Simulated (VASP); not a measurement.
# TaS2 in VASP: notebook

The runs below take TaS2 through single point, with PBE, LDA, PBE+D3(BJ), PBEsol.

Program: VASP 6.6.1. These are calculated values, not measurements. Logs are shortened: lines on timing, memory, paths and dates and some standing lists are left out, and cuts for length are marked.

## (1) The cell of the first run

The cell holds a slab with vacuum, 3 atoms: a = 3.381 Å, b = 3.381 Å, c = 26.124 Å, α = 90.00°, β = 90.00°, γ = 120.00°.

## (2) Single point, PBE

Input file INCAR:

```
  PREC = Accurate
  ENCUT = 400
  EDIFF = 1E-6
  ISMEAR = 0
  SIGMA = 0.05
  LREAL = F
  LASPH = T
  NELM = 120
  ALGO = Normal
  ISIF = 2
  LWAVE = F
  LCHARG = F
  LDIPOL = T
  IDIPOL = 3
  DIPOL = 0.5 0.5 0.500
  GGA = PE
  NBANDS = 18
  GGA_COMPAT = F
  NELMDL = -8
```

Input file KPOINTS:

```
regular mesh
0
Gamma
  12 12 1
```

Input file POSCAR:

```
TaS2
1.0
    3.3806003760      0.0000000000      0.0000000000
   -1.6903001880      2.9276858060      0.0000000000
    0.0000000000      0.0000000000     26.1236725850
S Ta
2 1
Direct
    0.6666666667      0.3333333333      0.4413972847
    0.3333333333      0.6666666667      0.5586027153
    0.0000000000      0.0000000000      0.5000000000
```

Potentials or basis: VASP PAW PBE potentials, release 64 (S, Ta_pv).

Started as:

```bash
cat potpaw_PBE.64/S/POTCAR potpaw_PBE.64/Ta_pv/POTCAR > POTCAR
mpirun -np 1 vasp_std > vasp.out
```

OUTCAR:

```text
PREC = Accurate
   ENCUT = 400
   EDIFF = 1E-6
   ISMEAR = 0
   LREAL = F
   LASPH = T
   NELM = 120
   ISIF = 2
   GGA = PE
   NELMDL = -8

 ion  position               nearest neighbor table
   1  0.667  0.333  0.441-   3 2.48   3 2.48   3 2.48
   2  0.333  0.667  0.559-   3 2.48   3 2.48   3 2.48
   3  0.000  0.000  0.500-   1 2.48   2 2.48   1 2.48   2 2.48   1 2.48   2 2.48

  LATTYP: Found a hexagonal cell.
 ALAT       =     3.3806003760
 C/A-ratio  =     7.7275246049

  Lattice vectors:

 A1 = (   3.3806003760,   0.0000000000,   0.0000000000)
 A2 = (  -1.6903001880,   2.9276858060,   0.0000000000)
 A3 = (   0.0000000000,   0.0000000000,  26.1236725850)

Analysis of symmetry for initial positions (statically):
=====================================================================
 Subroutine PRICEL returns:
 Original cell was already a primitive cell.

 Routine SETGRP: Setting up the symmetry group for a
 hexagonal supercell.

 Subroutine GETGRP returns: Found 12 space group operations
 (whereof 12 operations were pure point group operations)
 out of a pool of 24 trial point group operations.

The static configuration has the point symmetry D_3d.

Analysis of symmetry for dynamics (positions and initial velocities):
=====================================================================
 Subroutine PRICEL returns:
 Original cell was already a primitive cell.

 Routine SETGRP: Setting up the symmetry group for a
 hexagonal supercell.

 Subroutine GETGRP returns: Found 12 space group operations
 (whereof 12 operations were pure point group operations)
 out of a pool of 24 trial point group operations.

The dynamic configuration has the point symmetry D_3d.

 Subroutine INISYM returns: Found 12 space group operations
 (whereof 12 operations are pure point group operations),
 and found     1 'primitive' translations

----------------------------------------------------------------------------------------

                                     Primitive cell

  volume of cell :     258.5548

  direct lattice vectors                    reciprocal lattice vectors
     3.380600376  0.000000000  0.000000000     0.295805445  0.170783354  0.000000000
    -1.690300188  2.927685806  0.000000000     0.000000000  0.341566707  0.000000000
     0.000000000  0.000000000 26.123672585     0.000000000  0.000000000  0.038279457

  length of vectors
[... 83 lines left out ...]
   NFREE  =      0    steps in history (QN), initial steepest desc. (CG)
   ISIF   =      2    stress and relaxation
   ISYM   =      2    0-nonsym 1-usesym 2-fastsym
   POTIM  = 0.5000    time-step for ionic-motion
   TEBEG  =    0.0;   TEEND  =   0.0 temperature during run
   PSTRESS=    0.0 pullay stress
   NELECT =      23.0000    total number of electrons
   NUPDOWN=      -1.0000    fix difference up-down
   EMIN   =  10.00;   EMAX   =-10.00  energy-range for DOS
   EFERMI =   0.00;   METHOD = LEGACY
   ISMEAR =     0;   SIGMA  =   0.05  broadening in eV -4-tet -1-fermi 0-gaus
   EFERMI_NEDOS =   21; number of points for ismear=-14 and -15
   IALGO  =     38    algorithm
   IMIX   =      4    mixing-type and parameters
     AMIX     =   0.40;   BMIX     =  1.00
     AMIX_MAG =   1.60;   BMIX_MAG =  1.00
  volume/ion in A,a.u.               =      86.18       581.60
  Fermi-wavevector in a.u.,A,eV,Ry     =   0.730802  1.381016  7.266492  0.534072
  Thomas-Fermi vector in A             =   1.822862
   LORBIT       =      0    0 simple, 1 ext, 2 COOP (PROOUT), +10 PAW based schemes
   GGA     = PE    functional components
   LHFCALC =     F    Hartree Fock is set to
   AEXX    =    0.0000 exact exchange contribution
   IVDW    =     0    specifies the selected vdW correction
   LEPSILON=     F    determine dielectric tensor
   LRPA    =     F    only Hartree local field effects (RPA)
 non-spin polarized calculation
 Gauss-broadening in eV      SIGMA  =   0.05
  energy-cutoff  :      400.00
  volume of cell :      258.55
 maximum number of plane-waves:      4765
 NGX is ok and might be reduce to    24
   NGX = 11   NGY = 11   NGZ = 85

 number of electron      23.0000009 magnetization

 dipolmoment           0.000000      0.000000     -0.000000 electrons x Angstroem

 Free energy of the ion-electron system (eV)
  ---------------------------------------------------
  ext. energy  EPLUGINS =         0.00000000
  ---------------------------------------------------
  free energy    TOTEN  =       -23.15346673 eV

  energy without entropy =      -23.15083975  energy(sigma->0) =      -23.15215324

 E-fermi :  -2.6375     XC(G=0):  -2.7695

 val. band max:       -2.6559135004   @ k =   0.1667   0.0833   0.0000
 cond. band min:      -2.5890137048   @ k =   0.4167   0.1667   0.0000
 fundamental gap:      0.0668997955
 Fermi energy:        -2.6374907843

 k-point     1 :       0.0000    0.0000    0.0000
  band No.  band energies     occupation
      1     -38.0554      2.00000
      2     -38.0554      2.00000
      3     -38.0538      2.00000
      4     -17.3498      2.00000
      5     -15.8970      2.00000
      6      -8.8658      2.00000
[... 376 lines left out ...]
      5     -15.4530      2.00000
      6      -8.0850      2.00000
[... 10 lines left out ...]
     17       3.6669      0.00000
     18       5.7209      0.00000

------------------------ aborting loop because EDIFF is reached ----------------------------------------

 vacuum level on the upper side and lower side of the slab       (xc-potential included)        -0.009        -0.009

  FORCE on cell =-STRESS in cart. coord.  units (eV):
  Direction    XX          YY          ZZ          XY          YZ          ZX
  --------------------------------------------------------------------------------------
  -------------------------------------------------------------------------------------
  Total       -0.0223999     -0.0223999      0.0067809     -0.0000000     -0.0000000      0.0000000
  in kB       -0.1388045     -0.1388045      0.0420192     -0.0000000     -0.0000000      0.0000000
  external PRESSURE =      -0.0785299 kB  Pullay stress =       0.0000000 kB

 VOLUME and BASIS-vectors are now :
 -----------------------------------------------------------------------------
  energy-cutoff  :      400.00
  volume of cell :      258.55
      direct lattice vectors                 reciprocal lattice vectors
     3.380600376  0.000000000  0.000000000     0.295805445  0.170783354  0.000000000
    -1.690300188  2.927685806  0.000000000     0.000000000  0.341566707  0.000000000
     0.000000000  0.000000000 26.123672585     0.000000000  0.000000000  0.038279457

 POSITION                                       TOTAL-FORCE (eV/Angst)
 -----------------------------------------------------------------------------------
      1.69030      0.97590     11.53092         0.000000     -0.000000     -0.010466
     -0.00000      1.95179     14.59275         0.000000      0.000000      0.010466
      0.00000      0.00000     13.06184        -0.000000     -0.000000      0.000000
 -----------------------------------------------------------------------------------
    total drift:                               -0.000000     -0.000000      0.000000

  FREE ENERGIE OF THE ION-ELECTRON SYSTEM (eV)
  ---------------------------------------------------
  free  energy   TOTEN  =       -23.1534667271 eV

  energy  without entropy=      -23.1508397456  energy(sigma->0) =      -23.15215324

 vacuum level on the upper side and lower side of the slab         2.359         2.359
```

OSZICAR:

```text
N       E                     dE             d eps       ncg     rms          rms(c)
DAV:   1     0.115529643313E+03    0.11553E+03   -0.90102E+03   868   0.748E+02
DAV:   2    -0.123991413654E+02   -0.12793E+03   -0.12602E+03   910   0.178E+02
DAV:   3    -0.246428311170E+02   -0.12244E+02   -0.12171E+02   992   0.549E+01
[... 17 lines left out ...]
DAV:  21    -0.231534391861E+02   -0.27854E-04   -0.76750E-07   730   0.301E-03    0.199E-03
DAV:  22    -0.231534586920E+02   -0.19506E-04   -0.85730E-07   722   0.300E-03    0.226E-03
DAV:  23    -0.231534632984E+02   -0.46064E-05   -0.12223E-07   782   0.135E-03    0.677E-04
DAV:  24    -0.231534659941E+02   -0.26957E-05   -0.72479E-08   710   0.779E-04    0.235E-04
DAV:  25    -0.231534667271E+02   -0.73296E-06   -0.15875E-08   700   0.421E-04
   1 F= -.23153467E+02 E0= -.23152153E+02  d E =-.262698E-02
```

stdout:

```text
POSCAR found type information on POSCAR S Ta
 POSCAR found :  2 types and       3 ions
 scaLAPACK will be used
 LDA part: xc-table for (Slater+PW92), standard interpolation
 POSCAR, INCAR and KPOINTS ok, starting setup
 FFT: planning ... GRIDC
 FFT: planning ... GRID_SOFT
 FFT: planning ... GRID
 WAVECAR not read
 entering main loop
```

It took 2.9 min on 1 thread of Intel Xeon 8259CL, shared host; peak memory 0.32 GiB.

What came out:

```
Free energy            : -23.1535 eV
Largest force          : 0.010 eV/Å
Band gap on the k mesh : zero (an odd number of electrons rules out a gap without spin polarisation)
```

Forces on the atoms (eV/Å):
```
S    0.000  0.000 -0.010
S    0.000  0.000  0.010
Ta   0.000  0.000  0.000
```

Caveat: spin-orbit coupling is left out, which moves the levels of the heavy elements.

## (3) Single point, LDA

Input file INCAR:

```
PREC = Accurate
ENCUT = 400
EDIFF = 1E-6
ISMEAR = 0
SIGMA = 0.05
LREAL = F
LASPH = T
NELM = 120
ALGO = Normal
ISIF = 2
LWAVE = F
LCHARG = F
LDIPOL = T
IDIPOL = 3
DIPOL = 0.5 0.5 0.500
GGA = CA
NBANDS = 18
GGA_COMPAT = F
NELMDL = -8
```

Input file KPOINTS:

```
Automatic mesh
0
Gamma
  12 12 1
```

POSCAR is that of step 2.

Potentials or basis: VASP PAW LDA potentials, release 64 (S, Ta_pv).

Started as:

```bash
cat potpaw_LDA.64/S/POTCAR potpaw_LDA.64/Ta_pv/POTCAR > POTCAR
mpirun -np 1 vasp_std > vasp.out
```

It took 2.8 min on 1 thread of Intel Xeon 8259CL, shared host; peak memory 0.27 GiB.

Results (log left out):

* Free energy: -25.2736 eV
* Largest force: 0.571 eV/Å
* Band gap on the k mesh: zero (an odd number of electrons rules out a gap without spin polarisation)

Forces in eV/Å, atoms in the order of the input:
```
S    0.000  0.000  0.571
S    0.000  0.000 -0.571
Ta   0.000  0.000  0.000
```

Levels at points of the mesh, in eV from the Fermi level:
```
           k point  band 9  band 10  band 11  band 12  band 13  band 14
(0.00, 0.00, 0.00)   -2.58    -0.73    -0.73     0.04     0.04     0.37
(0.50, 0.00, 0.00)   -3.85    -2.77    -1.93    -1.10     2.32     2.86
```

Caveat: spin-orbit coupling is left out, which moves the levels of the heavy elements.

## (4) Single point, PBE+D3(BJ)

Input file INCAR:

```
PREC     = Accurate       # precision mode
ENCUT    = 400            # plane-wave cutoff, eV
EDIFF    = 1E-6           # SCF threshold, eV
ISMEAR   = 0              # smearing method
SIGMA    = 0.05           # smearing width, eV
LREAL    = F              # projectors in reciprocal space
LASPH    = T              # aspherical terms in the spheres
NELM     = 120            # most SCF steps
ALGO     = Normal         # electronic algorithm
ISIF     = 2              # what is computed and relaxed
LWAVE    = F              # write WAVECAR
LCHARG   = F              # write CHGCAR
LDIPOL   = T            
IDIPOL   = 3            
DIPOL    = 0.5 0.5 0.500
GGA      = PE             # functional
IVDW     = 12             # dispersion correction
NBANDS   = 18             # bands
GGA_COMPAT= F            
NELMDL   = -8
```

KPOINTS is that of step 3.

POSCAR is that of step 3.

Potentials or basis: VASP PAW PBE potentials, release 64 (S, Ta_pv).

Started as:

```bash
cat potpaw_PBE.64/S/POTCAR potpaw_PBE.64/Ta_pv/POTCAR > POTCAR
mpirun -np 1 vasp_std > vasp.out
```

OUTCAR:

```text
PREC = Accurate
   ENCUT = 400
   EDIFF = 1E-6
   ISMEAR = 0
   LREAL = F
   LASPH = T
   NELM = 120
   ISIF = 2
   GGA = PE
   IVDW = 12
   NELMDL = -8
 IVDW          = 12

 ion  position               nearest neighbor table
   1  0.667  0.333  0.441-   3 2.48   3 2.48   3 2.48
   2  0.333  0.667  0.559-   3 2.48   3 2.48   3 2.48
   3  0.000  0.000  0.500-   1 2.48   2 2.48   1 2.48   2 2.48   1 2.48   2 2.48

  LATTYP: Found a hexagonal cell.
 ALAT       =     3.3806003760
 C/A-ratio  =     7.7275246049
[... 591 lines left out ...]

 E8    (eV) :    -0.3827

  FORCE on cell =-STRESS in cart. coord.  units (eV):
  Direction    XX          YY          ZZ          XY          YZ          ZX
  --------------------------------------------------------------------------------------
  -------------------------------------------------------------------------------------
  Total      -0.91669    -0.91669    -0.26521     0.00000     0.00000    -0.00000
  in kB      -5.68044    -5.68044    -1.64345     0.00000     0.00000    -0.00000
  external pressure =       -4.33 kB  Pullay stress =        0.00 kB

 VOLUME and BASIS-vectors are now :
 -----------------------------------------------------------------------------
  energy-cutoff  :      400.00
  volume of cell :      258.55
      direct lattice vectors                 reciprocal lattice vectors
     3.380600376  0.000000000  0.000000000     0.295805445  0.170783354  0.000000000
    -1.690300188  2.927685806  0.000000000     0.000000000  0.341566707  0.000000000
     0.000000000  0.000000000 26.123672585     0.000000000  0.000000000  0.038279457

 POSITION                                       TOTAL-FORCE (eV/Angst)
 -----------------------------------------------------------------------------------
      1.69030      0.97590     11.53092         0.000000     -0.000000      0.077822
     -0.00000      1.95179     14.59275        -0.000000      0.000000     -0.077822
      0.00000      0.00000     13.06184        -0.000000      0.000000      0.000000
 -----------------------------------------------------------------------------------
    total drift:                               -0.000000     -0.000000      0.000000

  FREE ENERGIE OF THE ION-ELECTRON SYSTEM (eV)
  ---------------------------------------------------
  free  energy   TOTEN  =       -23.9914556159 eV

  energy  without entropy=      -23.9888286345  energy(sigma->0) =      -23.99014213

 vacuum level on the upper side and lower side of the slab         2.359         2.359
```

Run time: 3.1 min. Hardware: 1 thread of Intel Xeon 8259CL, shared host; peak memory 0.33 GiB.

Results:

| Quantity | Value |
| --- | --- |
| Free energy | -23.9915 eV |
| Largest force | 0.078 eV/Å |
| Band gap on the k mesh | zero (an odd number of electrons rules out a gap without spin polarisation) |
| Dispersion energy per atom | -0.279 eV |

Forces in eV/Å, atoms in the order of the input:
```
S    0.000  0.000  0.078
S    0.000  0.000 -0.078
Ta   0.000  0.000  0.000
```

Caveat: spin-orbit coupling is left out, which moves the levels of the heavy elements.

## (5) Single point, PBEsol

Input file INCAR:

```
ALGO     = Normal         # electronic algorithm
DIPOL    = 0.5 0.5 0.500
EDIFF    = 1E-6           # SCF threshold, eV
ENCUT    = 400            # plane-wave cutoff, eV
GGA      = PS             # functional
GGA_COMPAT= F            
IDIPOL   = 3            
ISIF     = 2              # what is computed and relaxed
ISMEAR   = 0              # smearing method
LASPH    = T              # aspherical terms in the spheres
LCHARG   = F              # write CHGCAR
LDIPOL   = T            
LREAL    = F              # projectors in reciprocal space
LWAVE    = F              # write WAVECAR
NBANDS   = 18             # bands
NELM     = 120            # most SCF steps
NELMDL   = -8           
PREC     = Accurate       # precision mode
SIGMA    = 0.05           # smearing width, eV
```

Input file KPOINTS:

```
k-points
0
Gamma
  12 12 1
```

POSCAR is that of step 4.

Started as:

```bash
cat potpaw_PBE.64/S/POTCAR potpaw_PBE.64/Ta_pv/POTCAR > POTCAR
mpirun -np 1 vasp_std > vasp.out
```

It took 4.2 min on 1 thread of Intel Xeon 8259CL, shared host; peak memory 0.32 GiB.

Results (log left out):

```yaml
Free_energy: -24.4923 eV
Largest_force: 0.314 eV/Å
Band_gap_on_the_k_mesh: zero (an odd number of electrons rules out a gap without spin polarisation)
```

Forces on the atoms (eV/Å):
```
S    0.000  0.000  0.314
S    0.000  0.000 -0.314
Ta   0.000  0.000  0.000
```

Levels at points of the mesh, in eV from the Fermi level:
| k point | band 7 | band 8 | band 9 | band 10 | band 11 | band 12 | band 13 | band 14 | band 15 | band 16 |
| --- | --- | --- | --- | --- | --- | --- | --- | --- | --- | --- |
| (0.00, 0.00, 0.00) | -3.87 | -3.87 | -2.61 | -0.78 | -0.78 | 0.06 | 0.06 | 0.38 | 3.94 | 3.94 |
| (0.50, 0.00, 0.00) | -4.82 | -4.32 | -3.88 | -2.84 | -1.99 | -1.12 | 2.36 | 2.89 | 4.49 | 4.60 |

Caveat: the PAW data sets were made with another functional, which shifts forces and pressure a little; spin-orbit coupling is left out, which moves the levels of the heavy elements.

## (6) The runs side by side

| level | potentials or basis | gap on the mesh (eV) | largest force (eV/Å) |
| --- | --- | --- | --- |
| PBE | VASP PAW PBE potentials, release 64 (S, Ta_pv) | none | 0.01 |
| LDA | VASP PAW LDA potentials, release 64 (S, Ta_pv) | none | 0.57 |
| PBE+D3(BJ) | VASP PAW PBE potentials, release 64 (S, Ta_pv) | none | 0.08 |
| PBEsol | VASP PAW PBE potentials, release 64 (S, Ta_pv) | none | 0.31 |

Alike in all rows: task single point; no spin polarisation; cell as given; k mesh 12 × 12 × 1; cutoff (eV) 400; smearing gaussian 0.05 eV.

Caveats: spin-orbit coupling is left out, which moves the levels of the heavy elements; the PAW data sets were made with another functional, which shifts forces and pressure a little (at least some runs).

Absolute energies hang on the potentials; compare differences alone.
